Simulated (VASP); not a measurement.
# Zr in VASP: single point with PBE

Aim: the single point of Zr with PBE.

Everything below comes from runs of VASP 6.6.1. Logs are shortened: lines on timing, memory, paths and dates and some standing lists are left out, and cuts for length are marked.

## Step 1: The cell of the first run

The cell holds a atom, 1 atom: a = 14.000 Å, b = 14.400 Å, c = 14.800 Å, α = 90.00°, β = 90.00°, γ = 90.00°.

## Step 2: Single point, PBE, collinear spin, ferromagnetic start

The input, INCAR:

```
SYSTEM = Zr
PREC = Accurate
ENCUT = 520
EDIFF = 1E-6
ISMEAR = -1
SIGMA = 0.01
LREAL = .False.
LASPH = .True.
NELM = 150
ALGO = Normal
ISIF = 2
LWAVE = .False.
LCHARG = .False.
ISPIN = 2
MAGMOM = 4
LORBIT = 11
LMAXMIX = 4
GGA = PE
ISYM = 0
NBANDS = 16
```

The input, KPOINTS:

```
Automatic mesh
0
Gamma
  1 1 1
  0 0 0
```

The input, POSCAR:

```
Zr
1.0
   14.0000000000      0.0000000000      0.0000000000
    0.0000000000     14.4000000000      0.0000000000
    0.0000000000      0.0000000000     14.8000000000
Zr
1
Direct
    0.5000000000      0.5000000000      0.5000000000
```

Potentials or basis: VASP PAW PBE potentials, release 64 (Zr_sv).

The run is started by

```console
$ cat potpaw_PBE.64/Zr_sv/POTCAR > POTCAR
$ mpirun -np 1 vasp_gam > vasp.out
```

OUTCAR:

```text
SYSTEM = Zr
   PREC = Accurate
   ENCUT = 520
   EDIFF = 1E-6
   ISMEAR = -1
   LREAL = .False.
   LASPH = .True.
   NELM = 150
   ISIF = 2
   ISPIN = 2
   LORBIT = 11
   GGA = PE
   ISYM = 0

 ion  position               nearest neighbor table
   1  0.500  0.500  0.500-

IMPORTANT INFORMATION: All symmetrisations will be switched off!
NOSYMM: (Re-)initialisation of all symmetry stuff for point group C_1.

----------------------------------------------------------------------------------------

                                     Primitive cell

  volume of cell :    2983.6800

  direct lattice vectors                    reciprocal lattice vectors
    14.000000000  0.000000000  0.000000000     0.071428571  0.000000000  0.000000000
     0.000000000 14.400000000  0.000000000     0.000000000  0.069444444  0.000000000
     0.000000000  0.000000000 14.800000000     0.000000000  0.000000000  0.067567568

  length of vectors
    14.000000000 14.400000000 14.800000000     0.071428571  0.069444444  0.067567568

  position of ions in fractional coordinates (direct lattice)
     0.500000000  0.500000000  0.500000000

  ion indices of the primitive-cell ions
   primitive index   ion index
                 1           1

----------------------------------------------------------------------------------------

 KPOINTS: Automatic mesh

Automatic generation of k-mesh.
 Grid dimensions read from file:
 generate k-points for:    1    1    1

 Generating k-lattice:

  Cartesian coordinates                     Fractional coordinates (reciprocal lattice)
     0.071428571  0.000000000  0.000000000     1.000000000  0.000000000  0.000000000
     0.000000000  0.069444444  0.000000000     0.000000000  1.000000000  0.000000000
     0.000000000  0.000000000  0.067567568     0.000000000  0.000000000  1.000000000

  Length of vectors
     0.071428571  0.069444444  0.067567568

  Shift w.r.t. Gamma in fractional coordinates (k-lattice)
     0.000000000  0.000000000  0.000000000

 Subroutine IBZKPT returns following result:
 ===========================================

 Found      1 irreducible k-points:

 Following reciprocal coordinates:
            Coordinates               Weight
  0.000000  0.000000  0.000000      1.000000
   k-points           NKPTS =      1   k-points in BZ     NKDIM =      1   number of bands    NBANDS=     16
   number of dos      NEDOS =    301   number of ions     NIONS =      1
   total plane-waves  NPLWV = ******
   dimension x,y,z NGX =   108 NGY =  108 NGZ =  112
   dimension x,y,z NGXF=   216 NGYF=  216 NGZF=  224
   ions per type =               1
   NGX,Y,Z   is equivalent  to a cutoff of  12.82, 12.47, 12.58 a.u.
   NGXF,Y,Z  is equivalent  to a cutoff of  25.65, 24.94, 25.16 a.u.
 SYSTEM =  Zr
   PREC   = accura    normal or accurate (medium, high low for compatibility)
   ISTART =      0    job   : 0-new  1-cont  2-samecut
   ICHARG =      2    charge: 1-file 2-atom 10-const
   ISPIN  =      2    spin polarized calculation?
   LNONCOLLINEAR =      F non collinear calculations
   LSORBIT =      F    spin-orbit coupling
   LASPH  =      T    aspherical Exc in radial PAW
   ENCUT  =  520.0 eV  38.22 Ry    6.18 a.u.  26.03 26.77 27.52*2*pi/ulx,y,z
   NELM   =    150;   NELMIN=  2; NELMDL= -5     # of ELM steps
   EDIFF  = 0.1E-05   stopping-criterion for ELM
   LREAL  =      F    real-space projection
   EDIFFG = 0.1E-04   stopping-criterion for IOM
   NSW    =      0    number of steps for IOM
   IBRION =     -1    ionic relax: 0-MD 1-quasi-New 2-CG
   NFREE  =      0    steps in history (QN), initial steepest desc. (CG)
   ISIF   =      2    stress and relaxation
   ISYM   =      0    0-nonsym 1-usesym 2-fastsym
   POTIM  = 0.5000    time-step for ionic-motion
   TEBEG  =    0.0;   TEEND  =   0.0 temperature during run
   PSTRESS=    0.0 pullay stress
   NELECT =      12.0000    total number of electrons
   NUPDOWN=      -1.0000    fix difference up-down
   EMIN   =  10.00;   EMAX   =-10.00  energy-range for DOS
   EFERMI =   0.00;   METHOD = LEGACY
   ISMEAR =    -1;   SIGMA  =   0.01  broadening in eV -4-tet -1-fermi 0-gaus
   EFERMI_NEDOS =   21; number of points for ismear=-14 and -15
   IALGO  =     38    algorithm
   IMIX   =      4    mixing-type and parameters
     AMIX     =   0.40;   BMIX     =  1.00
     AMIX_MAG =   1.60;   BMIX_MAG =  1.00
  volume/ion in A,a.u.               =    2983.68     20134.87
  Fermi-wavevector in a.u.,A,eV,Ry     =   0.260346  0.491983  0.922205  0.067780
  Thomas-Fermi vector in A             =   1.088001
   LORBIT       =     11    0 simple, 1 ext, 2 COOP (PROOUT), +10 PAW based schemes
   GGA     = PE    functional components
   LHFCALC =     F    Hartree Fock is set to
   AEXX    =    0.0000 exact exchange contribution
   IVDW    =     0    specifies the selected vdW correction
   LEPSILON=     F    determine dielectric tensor
   LRPA    =     F    only Hartree local field effects (RPA)
 spin polarized calculation
  energy-cutoff  :      520.00
  volume of cell :     2983.68
 maximum number of plane-waves:     40220
 NGX is ok and might be reduce to   108
   NGX = 53   NGY = 53   NGZ = 55

 number of electron      12.0000000 magnetization       4.0000205

 Free energy of the ion-electron system (eV)
  ---------------------------------------------------
  ext. energy  EPLUGINS =         0.00000000
  ---------------------------------------------------
  free energy    TOTEN  =        -2.10963257 eV

  energy without entropy =       -2.09053719  energy(sigma->0) =       -2.10008488

 E-fermi :  -2.5522     XC(G=0):  -0.3609

 val. band max:       -2.9225891744   @ k =   0.0000   0.0000   0.0000
 cond. band min:      -2.5453573609   @ k =   0.0000   0.0000   0.0000
 fundamental gap:      0.3772318135
 Fermi energy:        -2.5522439052

 spin component 1

 k-point     1 :       0.0000    0.0000    0.0000
  band No.  band energies     occupation
      1     -52.4110      1.00000
      2     -30.6135      1.00000
      3     -30.6135      1.00000
      4     -30.6132      1.00000
      5      -4.1515      1.00000
      6      -2.9229      1.00000
[... 8 lines left out ...]
     15       0.4174      0.00000
     16       0.4324      0.00000
 Fermi energy:        -2.5522439052

 spin component 2

 k-point     1 :       0.0000    0.0000    0.0000
  band No.  band energies     occupation
      1     -51.1467      1.00000
      2     -29.1138      1.00000
      3     -29.1137      1.00000
      4     -29.1131      1.00000
      5      -1.8570      0.00000
      6      -0.7369      0.00000
[... 8 lines left out ...]
     15       0.8065      0.00000
     16       0.8559      0.00000

------------------------ aborting loop because EDIFF is reached ----------------------------------------

  FORCE on cell =-STRESS in cart. coord.  units (eV):
  Direction    XX          YY          ZZ          XY          YZ          ZX
  --------------------------------------------------------------------------------------
  -------------------------------------------------------------------------------------
  Total       -0.0154381     -0.0106603     -0.0107273     -0.0002232      0.0025114      0.0023064
  in kB       -0.0082900     -0.0057244     -0.0057603     -0.0001199      0.0013486      0.0012385
  external PRESSURE =      -0.0065916 kB  Pullay stress =       0.0000000 kB

 VOLUME and BASIS-vectors are now :
 -----------------------------------------------------------------------------
  energy-cutoff  :      520.00
  volume of cell :     2983.68
      direct lattice vectors                 reciprocal lattice vectors
    14.000000000  0.000000000  0.000000000     0.071428571  0.000000000  0.000000000
     0.000000000 14.400000000  0.000000000     0.000000000  0.069444444  0.000000000
     0.000000000  0.000000000 14.800000000     0.000000000  0.000000000  0.067567568

 POSITION                                       TOTAL-FORCE (eV/Angst)
 -----------------------------------------------------------------------------------
      7.00000      7.20000      7.40000         0.000000      0.000000     -0.000000
 -----------------------------------------------------------------------------------
    total drift:                                0.000000      0.000000     -0.000000

  FREE ENERGIE OF THE ION-ELECTRON SYSTEM (eV)
  ---------------------------------------------------
  free  energy   TOTEN  =        -2.1096325674 eV

  energy  without entropy=       -2.0905371947  energy(sigma->0) =       -2.10008488

 total charge

# of ion       s       p       d       tot
------------------------------------------
    1        2.167   5.847   1.898   9.913

 magnetization (x)

# of ion       s       p       d       tot
------------------------------------------
    1        0.180  -0.002   1.898   2.076
```

Run time: 23 min. Hardware: 1 thread of Intel Xeon 6975P-C (Granite Rapids), shared host; peak memory 2.9 GiB.

What came out:

```
Free energy                                           : -2.1096 eV
Pressure                                              : 0.0 GPa
Band gap on the k mesh                                : zero (filled and empty bands touch)
Net moment                                            : 4.00 μB per cell
Site moments                                          : Zr +2.08 μB
Valence electrons inside the program's atomic spheres : Zr 9.91
```

Levels at points of the mesh, in eV from the Fermi level:
Spin up:
| k point | band 4 | band 5 | band 6 | band 7 | band 8 | band 9 | band 10 | band 11 |
| --- | --- | --- | --- | --- | --- | --- | --- | --- |
| (0.00, 0.00, 0.00) | -28.06 | -1.60 | -0.37 | -0.37 | 0.01 | 0.01 | 0.01 | 1.28 |
Spin down:
```csv
k point,band 1,band 2,band 3,band 4,band 5,band 6,band 7,band 8
"(0.00, 0.00, 0.00)",-48.59,-26.56,-26.56,-26.56,0.70,1.82,1.82,1.82
```
